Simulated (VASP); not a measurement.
# Te (P6_3/mmc) in VASP: further runs, part 2 of 3

VASP 6.6.1. The steps go on from the part before.

### Step 3. Relaxation of cell and atoms, PBE+D3(BJ), target pressure 5 GPa, at which the enthalpy is minimised

Contents of INCAR:

```
SYSTEM = Te
PREC     = Accurate       ! precision mode
ENCUT    = 600            ! plane-wave cutoff, eV
EDIFF    = 1E-6           ! SCF threshold, eV
ISMEAR   = -1             ! smearing method
SIGMA    = 0.05           ! smearing width, eV
LREAL    = .False.        ! projectors in reciprocal space
LASPH    = .True.         ! aspherical terms in the spheres
NELM     = 80             ! most SCF steps
ALGO     = Normal         ! electronic algorithm
ISIF     = 3              ! what is computed and relaxed
LWAVE    = .False.        ! write WAVECAR
LCHARG   = .False.        ! write CHGCAR
GGA      = PE             ! functional
IVDW     = 12             ! dispersion correction
IBRION   = 2              ! ionic algorithm
NSW      = 80             ! ionic steps
EDIFFG   = -0.01          ! ionic threshold
PSTRESS  = 50.0
```

Contents of KPOINTS:

```
regular mesh
0
Gamma
  6 6 3
  0 0 0
```

Contents of POSCAR:

```
Te
1.0
    3.3300000000      0.0000000000      0.0000000000
   -1.6650000000      2.8838645946      0.0000000000
    0.0000000000      0.0000000000      5.4378900000
Te
2
Direct
    0.3333333333      0.6666666667      0.2500000000
    0.6666666667      0.3333333333      0.7500000000
```

Potentials or basis: VASP PAW PBE potentials, release 64 (Te).

Started as:

```console
cat potpaw_PBE.64/Te/POTCAR > POTCAR
mpirun -np 1 vasp_std > vasp.out
```

OUTCAR:

```text
SYSTEM = Te
   PREC = Accurate
   ENCUT = 600
   EDIFF = 1E-6
   ISMEAR = -1
   LREAL = .False.
   LASPH = .True.
   NELM = 80
   ISIF = 3
   GGA = PE
   IVDW = 12
   IBRION = 2
   NSW = 80
   EDIFFG = -0.01
   PSTRESS = 50.0
 IVDW          = 12

 ion  position               nearest neighbor table
   1  0.333  0.667  0.250-   2 3.33   2 3.33   2 3.33   2 3.33   2 3.33   2 3.33
   2  0.667  0.333  0.750-   1 3.33   1 3.33   1 3.33   1 3.33   1 3.33   1 3.33

  LATTYP: Found a hexagonal cell.
 ALAT       =     3.3300000000
 C/A-ratio  =     1.6330000000

  Lattice vectors:

 A1 = (   3.3300000000,   0.0000000000,   0.0000000000)
 A2 = (  -1.6650000000,   2.8838645946,   0.0000000000)
 A3 = (   0.0000000000,   0.0000000000,   5.4378900000)

Analysis of symmetry for initial positions (statically):
=====================================================================
 Subroutine PRICEL returns:
 Original cell was already a primitive cell.

 Routine SETGRP: Setting up the symmetry group for a
 hexagonal supercell.

 Subroutine GETGRP returns: Found 24 space group operations
 (whereof 12 operations were pure point group operations)
 out of a pool of 24 trial point group operations.

The static configuration has the point symmetry D_3d.
 The point group associated with its full space group is D_6h.

Analysis of symmetry for dynamics (positions and initial velocities):
=====================================================================
 Subroutine PRICEL returns:
 Original cell was already a primitive cell.

 Routine SETGRP: Setting up the symmetry group for a
 hexagonal supercell.

 Subroutine GETGRP returns: Found 24 space group operations
 (whereof 12 operations were pure point group operations)
 out of a pool of 24 trial point group operations.

The dynamic configuration has the point symmetry D_3d.
 The point group associated with its full space group is D_6h.

 Subroutine INISYM returns: Found 24 space group operations
 (whereof 12 operations are pure point group operations),
 and found     1 'primitive' translations

----------------------------------------------------------------------------------------

                                     Primitive cell

  volume of cell :      52.2215

  direct lattice vectors                    reciprocal lattice vectors
     3.330000000  0.000000000  0.000000000     0.300300300  0.173378459  0.000000000
    -1.665000000  2.883864595  0.000000000     0.000000000  0.346756918  0.000000000
     0.000000000  0.000000000  5.437890000     0.000000000  0.000000000  0.183894856

  length of vectors
     3.330000000  3.330000000  5.437890000     0.346756918  0.346756918  0.183894856

  position of ions in fractional coordinates (direct lattice)
     0.333333333  0.666666667  0.250000000
     0.666666667  0.333333333  0.750000000

  ion indices of the primitive-cell ions
   primitive index   ion index
                 1           1
                 2           2

----------------------------------------------------------------------------------------

 KPOINTS: regular mesh

Automatic generation of k-mesh.
 Grid dimensions read from file:
 generate k-points for:    6    6    3

 Generating k-lattice:

  Cartesian coordinates                     Fractional coordinates (reciprocal lattice)
[... 25 lines left out ...]
  0.166667  0.000000  0.333333     12.000000
  0.333333  0.000000  0.333333     12.000000
  0.500000  0.000000  0.333333      6.000000
  0.166667  0.166667  0.333333     12.000000
  0.333333  0.166667  0.333333     24.000000
  0.333333  0.333333  0.333333      4.000000
   k-points           NKPTS =     14   k-points in BZ     NKDIM =     14   number of bands    NBANDS=     10
   number of dos      NEDOS =    301   number of ions     NIONS =      2
   total plane-waves  NPLWV =  37632
   dimension x,y,z NGX =    28 NGY =   28 NGZ =   48
   dimension x,y,z NGXF=    56 NGYF=   56 NGZF=   96
   ions per type =               2
   NGX,Y,Z   is equivalent  to a cutoff of  13.98, 13.98, 14.67 a.u.
   NGXF,Y,Z  is equivalent  to a cutoff of  27.96, 27.96, 29.35 a.u.
 SYSTEM =  Te
   PREC   = accura    normal or accurate (medium, high low for compatibility)
   ISTART =      0    job   : 0-new  1-cont  2-samecut
   ICHARG =      2    charge: 1-file 2-atom 10-const
   ISPIN  =      1    spin polarized calculation?
   LNONCOLLINEAR =      F non collinear calculations
   LSORBIT =      F    spin-orbit coupling
   LASPH  =      T    aspherical Exc in radial PAW
   ENCUT  =  600.0 eV  44.10 Ry    6.64 a.u.   6.65  6.65 10.86*2*pi/ulx,y,z
   NELM   =     80;   NELMIN=  2; NELMDL= -5     # of ELM steps
   EDIFF  = 0.1E-05   stopping-criterion for ELM
   LREAL  =      F    real-space projection
   EDIFFG = -.1E-01   stopping-criterion for IOM
   NSW    =     80    number of steps for IOM
   IBRION =      2    ionic relax: 0-MD 1-quasi-New 2-CG
   NFREE  =      1    steps in history (QN), initial steepest desc. (CG)
   ISIF   =      3    stress and relaxation
   ISYM   =      2    0-nonsym 1-usesym 2-fastsym
   POTIM  = 0.5000    time-step for ionic-motion
   TEBEG  =    0.0;   TEEND  =   0.0 temperature during run
   PSTRESS=   50.0 pullay stress
   NELECT =      12.0000    total number of electrons
   NUPDOWN=      -1.0000    fix difference up-down
   EMIN   =  10.00;   EMAX   =-10.00  energy-range for DOS
   EFERMI =   0.00;   METHOD = LEGACY
   ISMEAR =    -1;   SIGMA  =   0.05  broadening in eV -4-tet -1-fermi 0-gaus
   EFERMI_NEDOS =   21; number of points for ismear=-14 and -15
   IALGO  =     38    algorithm
   IMIX   =      4    mixing-type and parameters
     AMIX     =   0.40;   BMIX     =  1.00
     AMIX_MAG =   1.60;   BMIX_MAG =  1.00
  volume/ion in A,a.u.               =      26.11       176.20
  Fermi-wavevector in a.u.,A,eV,Ry     =   1.002733  1.894891 13.680303  1.005474
  Thomas-Fermi vector in A             =   2.135240
   LORBIT       =      0    0 simple, 1 ext, 2 COOP (PROOUT), +10 PAW based schemes
   GGA     = PE    functional components
   LHFCALC =     F    Hartree Fock is set to
   AEXX    =    0.0000 exact exchange contribution
   IVDW    =    12    specifies the selected vdW correction
   LEPSILON=     F    determine dielectric tensor
   LRPA    =     F    only Hartree local field effects (RPA)
 conjugate gradient relaxation of ions
 non-spin polarized calculation
  energy-cutoff  :      600.00
  volume of cell :       52.22
 maximum number of plane-waves:      1762
 NGX is ok and might be reduce to    28
   NGX = 13   NGY = 13   NGZ = 21

--------------------------------------- Ionic step        1  -------------------------------------------

 number of electron      12.0000000 magnetization

 Free energy of the ion-electron system (eV)
  ---------------------------------------------------
  ext. energy  EPLUGINS =         0.00000000
  ---------------------------------------------------
  free energy    TOTEN  =        -5.41904411 eV

  energy without entropy =       -5.40418554  energy(sigma->0) =       -5.41161482

------------------------ aborting loop because EDIFF is reached ----------------------------------------

 Edisp (eV)   -1.11669

 E8    (eV) :    -0.5080
[... 33 lines left out ...]
--------------------------------------- Ionic step        2  -------------------------------------------

 number of electron      12.0000000 magnetization

 E-fermi :  10.0590     XC(G=0): -10.8096

 val. band max:       10.0106620262   @ k =   0.1667   0.0000   0.3333
 cond. band min:      10.3589518731   @ k =   0.1667   0.1667   0.3333
 fundamental gap:      0.3482898468
 Fermi energy:        10.0589797467

 k-point     1 :       0.0000    0.0000    0.0000
  band No.  band energies     occupation
      1      -5.0663      2.00000
      2      -0.8238      2.00000
      3       3.0126      2.00000
      4      11.7365      0.00000
      5      11.7365      0.00000
      6      13.5962      0.00000
      7      13.5962      0.00000
      8      14.8517      0.00000
      9      16.6083      0.00000
     10      18.6715      0.00000
[... 246 lines left out ...]
  energy  without entropy=       -6.5051295820  energy(sigma->0) =       -6.51021077

  enthalpy is  TOTEN    =        -4.9893275974 eV   P V=        1.5259643583

[... ionic steps 4 to 10 ...]

--------------------------------------- Ionic step       11  -------------------------------------------

 number of electron      12.0000000 magnetization

------------------------ aborting loop because EDIFF is reached ----------------------------------------
[... 79 lines left out ...]
--------------------------------------- Ionic step       13  -------------------------------------------

 number of electron      12.0000000 magnetization

 Free energy of the ion-electron system (eV)
  ---------------------------------------------------
  ext. energy  EPLUGINS =         0.00000000
  ---------------------------------------------------
  free energy    TOTEN  =        -5.59892924 eV

  energy without entropy =       -5.59689622  energy(sigma->0) =       -5.59791273

 E-fermi :   9.1175     XC(G=0): -10.4687

 val. band max:        8.9470095469   @ k =   0.5000   0.0000   0.3333
 cond. band min:       9.3161929147   @ k =   0.1667   0.1667   0.3333
 fundamental gap:      0.3691833677
 Fermi energy:         9.1175350259

 k-point     1 :       0.0000    0.0000    0.0000
  band No.  band energies     occupation
      1      -5.5968      2.00000
      2      -0.1554      2.00000
      3       2.9424      2.00000
      4       8.8933      1.97770
      5       8.8933      1.97770
      6      11.3672      0.00000
      7      11.3672      0.00000
      8      13.5111      0.00000
      9      14.0782      0.00000
     10      16.4734      0.00000
[... 204 lines left out ...]
  energy  without entropy=       -6.7249632852  energy(sigma->0) =       -6.72597980

  enthalpy is  TOTEN    =        -5.1102124837 eV   P V=        1.6167838273

 reached required accuracy - stopping structural energy minimisation
```

It used 190 s of CPU time on 1 thread of AMD EPYC 7R13 Processor (Zen 3) (shared host).

Results:

| Item | Value |
| --- | --- |
| Free energy | -6.7270 eV |
| Relaxed volume | 25.90 Å³/atom |
| Relaxed cell | a = 3.578 Å, b = 3.578 Å, c = 4.673 Å, α = 90.00°, β = 90.00°, γ = 120.00° |
| Space group after relaxing (to 0.05 Å) | P6_3/mmc (No. 194) |
| Energy change on relaxing (the enthalpy is what falls) | -95.6 meV/atom |
| Ionic steps | 13 |
| Pressure after relaxing | 5.0 GPa |
| Band gap on the k mesh | zero (band 6 reaches 11.37 eV, above the bottom of band 7 at 7.03 eV) |
| Dispersion energy per atom | -0.564 eV |

The path:
| step | energy change (eV) | largest force (eV/Å) | pressure (GPa) | volume (Å³) |
| --- | --- | --- | --- | --- |
| 1 | 0.0000 | 0.0000 | 1.99 | 52.22 |
| 2 | 0.0327 | 0.0000 | 7.77 | 48.55 |
| 3 | 0.0204 | 0.0000 | 7.03 | 48.90 |
| 4 | -0.0266 | 0.0000 | 6.40 | 49.75 |
| 5 | -0.1018 | 0.0000 | 5.35 | 50.62 |
| 6 | -0.1895 | 0.0000 | 5.44 | 52.07 |
| 7 | -0.1893 | 0.0000 | 5.31 | 51.80 |
| 8 | -0.1761 | 0.0000 | 5.29 | 51.42 |
| 9 | -0.1866 | 0.0000 | 5.21 | 51.66 |
| 10 | -0.1852 | 0.0000 | 5.25 | 51.62 |
| 11 | -0.1955 | 0.0000 | 4.58 | 51.97 |
| 12 | -0.1875 | 0.0000 | 5.10 | 51.69 |
| 13 | -0.1913 | 0.0000 | 4.97 | 51.81 |

Final structure:
```xyz
2
Lattice="3.5778 0.0000 0.0000 -1.7889 3.0985 0.0000 0.0000 0.0000 4.6734" Properties=species:S:1:pos:R:3 pbc="T T T"
Te    0.0000    2.0656    1.1683
Te    1.7889    1.0328    3.5050
```

Caveat: the k points lie up to 0.45 Å⁻¹ apart in the final cell; the cell is relaxed towards a set pressure, so the enthalpy falls and the energy may rise; spin-orbit coupling is left out, which moves the levels of the heavy elements; pairwise dispersion overbinds metals, which lowers pressure and volume.

### Step 4. Relaxation of cell and atoms, PBE+D3(BJ), target pressure 10 GPa, at which the enthalpy is minimised

Contents of INCAR:

```
SYSTEM = Te
ALGO = Normal ; EDIFF = 1E-6
EDIFFG = -0.01 ; ENCUT = 600
GGA = PE ; IBRION = 2
ISIF = 3 ; ISMEAR = -1
IVDW = 12 ; LASPH = .True.
LCHARG = .False. ; LREAL = .False.
LWAVE = .False. ; NELM = 100
NSW = 80 ; PREC = Accurate
PSTRESS = 100.0 ; SIGMA = 0.05
```

Contents of KPOINTS:

```
k-points
0
Gamma
  6 6 3
  0 0 0
```

POSCAR is that of step 3.

Started as:

```console
cat potpaw_PBE.64/Te/POTCAR > POTCAR
mpirun -np 1 vasp_std > vasp.out
```

It used 140 s of CPU time on 1 thread of AMD EPYC 7R13 Processor (Zen 3), on a shared host.

The run converged. Its results:

```
Free energy                                            : -6.4547 eV
Relaxed volume                                         : 23.81 Å³/atom
Relaxed cell                                           : a = 3.300 Å, b = 3.300 Å, c = 5.048 Å, α = 90.00°, β = 90.00°, γ = 120.00°
Space group after relaxing (to 0.05 Å)                 : P6_3/mmc (No. 194)
Energy change on relaxing (the enthalpy is what falls) : +40.5 meV/atom
Ionic steps                                            : 12
Pressure after relaxing                                : 10.0 GPa
Band gap on the k mesh                                 : zero (band 6 reaches 13.93 eV, above the bottom of band 7 at 8.22 eV)
Dispersion energy per atom                             : -0.612 eV
```

Step by step:
```csv
step,energy change (eV),largest force (eV/Å),pressure (GPa),volume (Å³)
1,0.0000,0.0000,1.99,52.22
2,0.5522,0.0000,23.09,42.91
3,0.1554,0.0000,11.32,46.92
4,0.1645,0.0000,13.47,46.61
5,0.1635,0.0000,13.41,46.62
6,0.1572,0.0000,13.11,46.66
7,0.1362,0.0000,11.73,46.80
8,0.1378,0.0000,11.91,46.78
9,0.1369,0.0000,11.83,46.79
10,0.0429,0.0000,8.57,48.27
11,0.0822,0.0000,9.98,47.60
12,0.0811,0.0000,10.03,47.61
```

Final structure:
```
Te
1.0
     3.30015    0.00000    0.00000
    -1.65007    2.85801    0.00000
     0.00000    0.00000    5.04787
Te
2
Direct
  0.33333 0.66667 0.25000
  0.66667 0.33333 0.75000
```

Levels at points of the mesh, in eV from the Fermi level:
| k point | band 3 | band 4 | band 5 | band 6 | band 7 | band 8 | band 9 | band 10 |
| --- | --- | --- | --- | --- | --- | --- | --- | --- |
| (0.00, 0.00, 0.00) | -7.21 | 1.57 | 1.57 | 3.54 | 3.54 | 5.05 | 6.42 | 8.51 |
| (0.50, 0.00, 0.00) | -5.64 | -4.01 | -3.72 | -1.46 | -1.29 | 2.45 | 3.48 | 7.08 |

Caveat: the k points lie up to 0.41 Å⁻¹ apart in the final cell; the cell is relaxed towards a set pressure, so the enthalpy falls and the energy may rise; spin-orbit coupling is left out, which moves the levels of the heavy elements; pairwise dispersion overbinds metals, which lowers pressure and volume.

(Part 2 of 3 ends here.)
